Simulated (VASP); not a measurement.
# AlP (F-43m) in VASP: further runs

Runs on AlP. Level: PBEsol. Tasks: relaxation of cell and atoms.

All numbers are computed with VASP 6.6.1; they aren't measurements. Logs are shortened: lines on timing, memory, paths and dates and some standing lists are left out, and cuts for length are marked.

### 1 The cell of the first run

The structure is cubic, space group F-43m (No. 216). Conventional cell: a = 5.470 Å, b = 5.470 Å, c = 5.470 Å, α = 90.00°, β = 90.00°, γ = 90.00°. Al (site symmetry -43m) has 4 P at 2.37 Å within 3.1 Å. Within 3.1 Å of P (site symmetry -43m) lie 4 Al at 2.37 Å.

### 2 Relaxation of cell and atoms, PBEsol, target pressure 2 GPa, at which the enthalpy is minimised

File INCAR:

```
PREC     = Accurate       # precision mode
ENCUT    = 500            # plane-wave cutoff, eV
EDIFF    = 1E-7           # SCF threshold, eV
ISMEAR   = 0              # smearing method
SIGMA    = 0.01           # smearing width, eV
LREAL    = F              # projectors in reciprocal space
LASPH    = T              # aspherical terms in the spheres
NELM     = 120            # most SCF steps
ALGO     = Normal         # electronic algorithm
ISIF     = 3              # what is computed and relaxed
LWAVE    = F              # write WAVECAR
LCHARG   = F              # write CHGCAR
GGA      = PS             # functional
IBRION   = 2              # ionic algorithm
NSW      = 100            # ionic steps
EDIFFG   = -0.002         # ionic threshold
PSTRESS  = 20.0         
GGA_COMPAT= F            
NELMIN   = 4
```

File KPOINTS:

```
regular mesh
0
Gamma
  8 8 8
```

File POSCAR:

```
AlP
1.0
    2.7351224725      2.7351224725      0.0000000000
   -2.7351224725      2.7351224725      0.0000000000
    0.0000000000      2.7351224725      2.7351224725
Al P
1 1
Direct
    0.0000000000      0.0000000000      0.0000000000
    0.7500000000      0.2500000000      0.5000000000
```

Potentials or basis: VASP PAW PBE potentials, release 64 (Al, P).

The run is started by

```console
cat potpaw_PBE.64/Al/POTCAR potpaw_PBE.64/P/POTCAR > POTCAR
mpirun -np 1 vasp_std > vasp.out
```

OUTCAR:

```text
PREC = Accurate
   ENCUT = 500
   EDIFF = 1E-7
   ISMEAR = 0
   LREAL = F
   LASPH = T
   NELM = 120
   ISIF = 3
   GGA = PS
   IBRION = 2
   NSW = 100
   EDIFFG = -0.002
   PSTRESS = 20.0
   NELMIN = 4

 ion  position               nearest neighbor table
   1  0.000  0.000  0.000-   2 2.37   2 2.37   2 2.37   2 2.37
   2  0.750  0.250  0.500-   1 2.37   1 2.37   1 2.37   1 2.37

  LATTYP: Found a face centered cubic cell.
 ALAT       =     5.4702449450

  Lattice vectors:

 A1 = (   0.0000000000,   2.7351224725,   2.7351224725)
 A2 = (   2.7351224725,   0.0000000000,   2.7351224725)
 A3 = (   2.7351224725,   2.7351224725,   0.0000000000)

Analysis of symmetry for initial positions (statically):
=====================================================================
 Subroutine PRICEL returns:
 Original cell was already a primitive cell.

 Routine SETGRP: Setting up the symmetry group for a
 face centered cubic supercell.

 Subroutine GETGRP returns: Found 24 space group operations
 (whereof 24 operations were pure point group operations)
 out of a pool of 48 trial point group operations.

The static configuration has the point symmetry T_d .

Analysis of symmetry for dynamics (positions and initial velocities):
=====================================================================
 Subroutine PRICEL returns:
 Original cell was already a primitive cell.

 Routine SETGRP: Setting up the symmetry group for a
 face centered cubic supercell.

 Subroutine GETGRP returns: Found 24 space group operations
 (whereof 24 operations were pure point group operations)
 out of a pool of 48 trial point group operations.

The dynamic configuration has the point symmetry T_d .

 Subroutine INISYM returns: Found 24 space group operations
 (whereof 24 operations are pure point group operations),
 and found     1 'primitive' translations

----------------------------------------------------------------------------------------

                                     Primitive cell

  volume of cell :      40.9223

  direct lattice vectors                    reciprocal lattice vectors
     2.735122473  2.735122473  0.000000000     0.182807170  0.182807170 -0.182807170
    -2.735122473  2.735122473  0.000000000    -0.182807170  0.182807170 -0.182807170
     0.000000000  2.735122473  2.735122473     0.000000000  0.000000000  0.365614341

  length of vectors
     3.868047295  3.868047295  3.868047295     0.316631307  0.316631307  0.365614341

  position of ions in fractional coordinates (direct lattice)
     0.000000000  0.000000000  0.000000000
     0.750000000  0.250000000  0.500000000

  ion indices of the primitive-cell ions
   primitive index   ion index
                 1           1
                 2           2

----------------------------------------------------------------------------------------

 KPOINTS: regular mesh

Automatic generation of k-mesh.
 Grid dimensions read from file:
 generate k-points for:    8    8    8

 Generating k-lattice:

  Cartesian coordinates                     Fractional coordinates (reciprocal lattice)
     0.022850896  0.022850896 -0.022850896     0.125000000  0.000000000  0.000000000
    -0.022850896  0.022850896 -0.022850896     0.000000000  0.125000000  0.000000000
     0.000000000  0.000000000  0.045701793     0.000000000  0.000000000  0.125000000

  Length of vectors
     0.039578913  0.039578913  0.045701793

  Shift w.r.t. Gamma in fractional coordinates (k-lattice)
     0.000000000  0.000000000  0.000000000

 Subroutine IBZKPT returns following result:
 ===========================================

 Found     29 irreducible k-points:

 Following reciprocal coordinates:
            Coordinates               Weight
  0.000000  0.000000  0.000000      1.000000
  0.125000  0.000000  0.000000      8.000000
  0.250000  0.000000  0.000000      8.000000
  0.375000  0.000000  0.000000      8.000000
  0.500000  0.000000  0.000000      4.000000
  0.125000  0.125000  0.000000     12.000000
[... 16 lines left out ...]
  0.375000  0.250000  0.125000     48.000000
  0.500000  0.250000  0.125000     24.000000
 [... further k-points ...]
   k-points           NKPTS =     29   k-points in BZ     NKDIM =     29   number of bands    NBANDS=      8
   number of dos      NEDOS =    301   number of ions     NIONS =      2
   total plane-waves  NPLWV =  21952
   dimension x,y,z NGX =    28 NGY =   28 NGZ =   28
   dimension x,y,z NGXF=    56 NGYF=   56 NGZF=   56
   ions per type =               1   1
   NGX,Y,Z   is equivalent  to a cutoff of  12.03, 12.03, 12.03 a.u.
   NGXF,Y,Z  is equivalent  to a cutoff of  24.07, 24.07, 24.07 a.u.
 SYSTEM =  unknown system
   PREC   = accura    normal or accurate (medium, high low for compatibility)
   ISTART =      0    job   : 0-new  1-cont  2-samecut
   ICHARG =      2    charge: 1-file 2-atom 10-const
   ISPIN  =      1    spin polarized calculation?
   LNONCOLLINEAR =      F non collinear calculations
   LSORBIT =      F    spin-orbit coupling
   LASPH  =      T    aspherical Exc in radial PAW
   ENCUT  =  500.0 eV  36.75 Ry    6.06 a.u.   7.05  7.05  7.05*2*pi/ulx,y,z
   NELM   =    120;   NELMIN=  4; NELMDL= -5     # of ELM steps
   EDIFF  = 0.1E-06   stopping-criterion for ELM
   LREAL  =      F    real-space projection
   EDIFFG = -.2E-02   stopping-criterion for IOM
   NSW    =    100    number of steps for IOM
   IBRION =      2    ionic relax: 0-MD 1-quasi-New 2-CG
   NFREE  =      1    steps in history (QN), initial steepest desc. (CG)
   ISIF   =      3    stress and relaxation
   ISYM   =      2    0-nonsym 1-usesym 2-fastsym
   POTIM  = 0.5000    time-step for ionic-motion
   TEBEG  =    0.0;   TEEND  =   0.0 temperature during run
   PSTRESS=   20.0 pullay stress
   NELECT =       8.0000    total number of electrons
   NUPDOWN=      -1.0000    fix difference up-down
   EMIN   =  10.00;   EMAX   =-10.00  energy-range for DOS
   EFERMI =   0.00;   METHOD = LEGACY
   ISMEAR =     0;   SIGMA  =   0.01  broadening in eV -4-tet -1-fermi 0-gaus
   EFERMI_NEDOS =   21; number of points for ismear=-14 and -15
   IALGO  =     38    algorithm
   IMIX   =      4    mixing-type and parameters
     AMIX     =   0.40;   BMIX     =  1.00
     AMIX_MAG =   1.60;   BMIX_MAG =  1.00
  volume/ion in A,a.u.               =      20.46       138.08
  Fermi-wavevector in a.u.,A,eV,Ry     =   0.950134  1.795492 12.282714  0.902754
  Thomas-Fermi vector in A             =   2.078482
   LORBIT       =      0    0 simple, 1 ext, 2 COOP (PROOUT), +10 PAW based schemes
   GGA     = PS    functional components
   LHFCALC =     F    Hartree Fock is set to
   AEXX    =    0.0000 exact exchange contribution
   IVDW    =     0    specifies the selected vdW correction
   LEPSILON=     F    determine dielectric tensor
   LRPA    =     F    only Hartree local field effects (RPA)
 conjugate gradient relaxation of ions
 non-spin polarized calculation
 Gauss-broadening in eV      SIGMA  =   0.01
  energy-cutoff  :      500.00
  volume of cell :       40.92
 maximum number of plane-waves:      1056
   NGX = 15   NGY = 15   NGZ = 15

--------------------------------------- Ionic step        1  -------------------------------------------

 number of electron       8.0000000 magnetization

 Free energy of the ion-electron system (eV)
  ---------------------------------------------------
  ext. energy  EPLUGINS =         0.00000000
  ---------------------------------------------------
  free energy    TOTEN  =       -10.99516415 eV

  energy without entropy =      -10.99516415  energy(sigma->0) =      -10.99516415

------------------------ aborting loop because EDIFF is reached ----------------------------------------

  FORCE on cell =-STRESS in cart. coord.  units (eV):
  Direction    XX          YY          ZZ          XY          YZ          ZX
  --------------------------------------------------------------------------------------
  -------------------------------------------------------------------------------------
  Total        0.0116832      0.0116832      0.0116832      0.0000000      0.0000000     -0.0000000
  in kB        0.4574158      0.4574158      0.4574158      0.0000000      0.0000000     -0.0000000
  external PRESSURE =     -19.5425842 kB  Pullay stress =      20.0000000 kB

 VOLUME and BASIS-vectors are now :
 -----------------------------------------------------------------------------
  energy-cutoff  :      500.00
  volume of cell :       40.92
      direct lattice vectors                 reciprocal lattice vectors
     2.735122473  2.735122473  0.000000000     0.182807170  0.182807170 -0.182807170
    -2.735122473  2.735122473  0.000000000    -0.182807170  0.182807170 -0.182807170
     0.000000000  2.735122473  2.735122473     0.000000000  0.000000000  0.365614341
[... 46 lines left out ...]
  FREE ENERGIE OF THE ION-ELECTRON SYSTEM (eV)
  ---------------------------------------------------
  free  energy   TOTEN  =       -10.9796825952 eV

  energy  without entropy=      -10.9796825952  energy(sigma->0) =      -10.97968260

  enthalpy is  TOTEN    =       -10.4870789844 eV   P V=        0.4926036109

--------------------------------------- Ionic step        3  -------------------------------------------

 number of electron       8.0000000 magnetization

 Free energy of the ion-electron system (eV)
  ---------------------------------------------------
  ext. energy  EPLUGINS =         0.00000000
  ---------------------------------------------------
  free energy    TOTEN  =       -10.98972236 eV

  energy without entropy =      -10.98972236  energy(sigma->0) =      -10.98972236

 E-fermi :   4.7795     XC(G=0):  -9.4258

 val. band max:        4.6815623222   @ k =   0.0000   0.0000   0.0000
 cond. band min:       6.0884132405   @ k =   0.5000   0.5000   0.0000
 fundamental gap:      1.4068509184
 Fermi energy:         4.7795071156

 k-point     1 :       0.0000    0.0000    0.0000
  band No.  band energies     occupation
      1      -6.9382      2.00000
      2       4.6816      2.00000
      3       4.6816      2.00000
      4       4.6816      2.00000
      5       8.0186      0.00000
      6       9.2157      0.00000
      7       9.2157      0.00000
      8       9.2157      0.00000

 k-point     2 :       0.1250    0.0000    0.0000
  band No.  band energies     occupation
      1      -6.7615      2.00000
      2       3.4348      2.00000
      3       4.5296      2.00000
      4       4.5296      2.00000
      5       8.4037      0.00000
      6       9.5050      0.00000
      7       9.5050      0.00000
      8       9.7753      0.00000
[... 221 lines left out ...]
 k-point    23 :       0.3750    0.2500    0.1250
  band No.  band energies     occupation
      1      -5.2198      2.00000
      2      -0.0087      2.00000
      3       2.1489      2.00000
      4       3.3462      2.00000
      5       8.5641      0.00000
      6       9.4295      0.00000
      7      10.6947      0.00000
      8      11.7826      0.00000

 k-point    24 :       0.5000    0.2500    0.1250
  band No.  band energies     occupation
      1      -4.8766      2.00000
      2      -0.5909      2.00000
      3       2.0152      2.00000
      4       3.1516      2.00000
      5       8.5608      0.00000
      6       9.1539      0.00000
      7      11.5719      0.00000
      8      12.3712      0.00000

 [... further k-points ...]

------------------------ aborting loop because EDIFF is reached ----------------------------------------

  FORCE on cell =-STRESS in cart. coord.  units (eV):
  Direction    XX          YY          ZZ          XY          YZ          ZX
  --------------------------------------------------------------------------------------
  -------------------------------------------------------------------------------------
  Total        0.5004026      0.5004026      0.5004026      0.0000000     -0.0000000     -0.0000000
  in kB       20.0165089     20.0165089     20.0165089      0.0000000     -0.0000000     -0.0000000
  external PRESSURE =       0.0165089 kB  Pullay stress =      20.0000000 kB

 VOLUME and BASIS-vectors are now :
 -----------------------------------------------------------------------------
  energy-cutoff  :      500.00
  volume of cell :       40.05
      direct lattice vectors                 reciprocal lattice vectors
     2.715630095  2.715630095  0.000000000     0.184119332  0.184119332 -0.184119332
    -2.715630095  2.715630095  0.000000000    -0.184119332  0.184119332 -0.184119332
    -0.000000000  2.715630095  2.715630095     0.000000000 -0.000000000  0.368238665

 POSITION                                       TOTAL-FORCE (eV/Angst)
 -----------------------------------------------------------------------------------
     -0.00000      0.00000      0.00000         0.000000     -0.000000      0.000000
      1.35782      4.07345      1.35782        -0.000000      0.000000      0.000000
 -----------------------------------------------------------------------------------
    total drift:                                0.000000      0.000000      0.000000

  FREE ENERGIE OF THE ION-ELECTRON SYSTEM (eV)
  ---------------------------------------------------
  free  energy   TOTEN  =       -10.9897223603 eV

  energy  without entropy=      -10.9897223603  energy(sigma->0) =      -10.98972236

  enthalpy is  TOTEN    =       -10.4897324415 eV   P V=        0.4999899187

 reached required accuracy - stopping structural energy minimisation
```

Wall time 18 s (1 thread of Intel Xeon 6975P-C, shared host); peak memory 0.15 GiB.

What came out:

```
Free energy                                            : -10.9897 eV
Relaxed volume                                         : 20.03 Å³/atom
Relaxed cell                                           : a = 3.840 Å, b = 3.840 Å, c = 3.840 Å, α = 60.00°, β = 60.00°, γ = 90.00°
Space group after relaxing (to 0.05 Å)                 : F-43m (No. 216)
Energy change on relaxing (the enthalpy is what falls) : +2.7 meV/atom
Ionic steps                                            : 3
Pressure after relaxing                                : 2.0 GPa
Band gap on the k mesh                                 : 1.41 eV, indirect (least direct gap 3.34 eV)
```

The path:
| step | energy change (eV) | largest force (eV/Å) | pressure (GPa) | volume (Å³) |
| --- | --- | --- | --- | --- |
| 1 | 0.0000 | 0.0000 | 0.05 | 40.92 |
| 2 | 0.0155 | 0.0000 | 3.46 | 39.46 |
| 3 | 0.0054 | 0.0000 | 2.00 | 40.05 |

Final structure:
```
Al P
1.0
     2.71563    2.71563    0.00000
    -2.71563    2.71563    0.00000
     0.00000    2.71563    2.71563
Al P
1 1
Direct
  0.00000 0.00000 0.00000
  0.75000 0.25000 0.50000
```

Levels at points of the mesh, in eV from the valence-band top:
| k point | band 1 | band 2 | band 3 | band 4 | band 5 | band 6 | band 7 | band 8 |
| --- | --- | --- | --- | --- | --- | --- | --- | --- |
| (0.00, 0.00, 0.00) | -11.62 | 0.00 | 0.00 | 0.00 | 3.34 | 4.53 | 4.53 | 4.53 |
| (0.50, 0.00, 0.00) | -9.88 | -5.65 | -0.78 | -0.78 | 2.79 | 4.75 | 4.75 | 8.12 |
| (0.50, 0.50, 0.00) | -9.20 | -5.40 | -2.16 | -2.16 | 1.41 | 2.36 | 11.13 | 11.13 |

Caveat: the cell is relaxed towards a set pressure, so the enthalpy falls and the energy may rise; the PAW data sets were made with another functional, which shifts forces and pressure a little.

### 3 Relaxation of cell and atoms, PBEsol, target pressure 4 GPa, at which the enthalpy is minimised

File INCAR:

```
PREC     = Accurate       # precision mode
ENCUT    = 500            # plane-wave cutoff, eV
EDIFF    = 1E-7           # SCF threshold, eV
ISMEAR   = 0              # smearing method
SIGMA    = 0.01           # smearing width, eV
LREAL    = False          # projectors in reciprocal space
LASPH    = True           # aspherical terms in the spheres
NELM     = 120            # most SCF steps
ALGO     = Normal         # electronic algorithm
ISIF     = 3              # what is computed and relaxed
LWAVE    = False          # write WAVECAR
LCHARG   = False          # write CHGCAR
GGA      = PS             # functional
IBRION   = 2              # ionic algorithm
NSW      = 100            # ionic steps
EDIFFG   = -0.002         # ionic threshold
PSTRESS  = 40.0         
GGA_COMPAT= False        
NELMIN   = 4
```

File KPOINTS:

```
Automatic mesh
0
Gamma
  8 8 8
```

POSCAR is that of step 2.

Potentials or basis: VASP PAW PBE potentials, release 64 (Al, P).

The run is started by

```console
cat potpaw_PBE.64/Al/POTCAR potpaw_PBE.64/P/POTCAR > POTCAR
mpirun -np 1 vasp_std > vasp.out
```

Wall time 17 s (1 thread of Intel Xeon 6975P-C, shared host); peak memory 0.15 GiB.

The run converged. Its results:

| Property | Result |
| --- | --- |
| Free energy | -10.9749 eV |
| Relaxed volume | 19.63 Å³/atom |
| Relaxed cell | a = 3.815 Å, b = 3.815 Å, c = 3.815 Å, α = 60.00°, β = 60.00°, γ = 90.00° |
| Space group after relaxing (to 0.05 Å) | F-43m (No. 216) |
| Energy change on relaxing (the enthalpy is what falls) | +10.1 meV/atom |
| Ionic steps | 3 |
| Pressure after relaxing | 4.0 GPa |
| Band gap on the k mesh | 1.37 eV, indirect (least direct gap 3.51 eV) |

Step by step:
| step | energy change (eV) | largest force (eV/Å) | pressure (GPa) | volume (Å³) |
| --- | --- | --- | --- | --- |
| 1 | 0.0000 | 0.0000 | 0.05 | 40.92 |
| 2 | 0.0650 | 0.0000 | 7.55 | 38.00 |
| 3 | 0.0202 | 0.0000 | 3.99 | 39.26 |

Final structure:
```
CELL_PARAMETERS angstrom
2.69752 2.69752 0.00000
-2.69752 2.69752 0.00000
0.00000 2.69752 2.69752
ATOMIC_POSITIONS crystal
Al 0.00000 0.00000 0.00000
P 0.75000 0.25000 0.50000
```

Levels at points of the mesh, in eV from the valence-band top:
| k point | band 1 | band 2 | band 3 | band 4 | band 5 | band 6 | band 7 | band 8 |
| --- | --- | --- | --- | --- | --- | --- | --- | --- |
| (0.00, 0.00, 0.00) | -11.74 | 0.00 | 0.00 | 0.00 | 3.51 | 4.56 | 4.56 | 4.56 |
| (0.50, 0.00, 0.00) | -9.95 | -5.75 | -0.79 | -0.79 | 2.87 | 4.76 | 4.76 | 8.18 |
| (0.50, 0.50, 0.00) | -9.24 | -5.47 | -2.20 | -2.20 | 1.37 | 2.35 | 11.30 | 11.30 |

Caveat: the cell is relaxed towards a set pressure, so the enthalpy falls and the energy may rise; the PAW data sets were made with another functional, which shifts forces and pressure a little. A k mesh can miss the band edges.
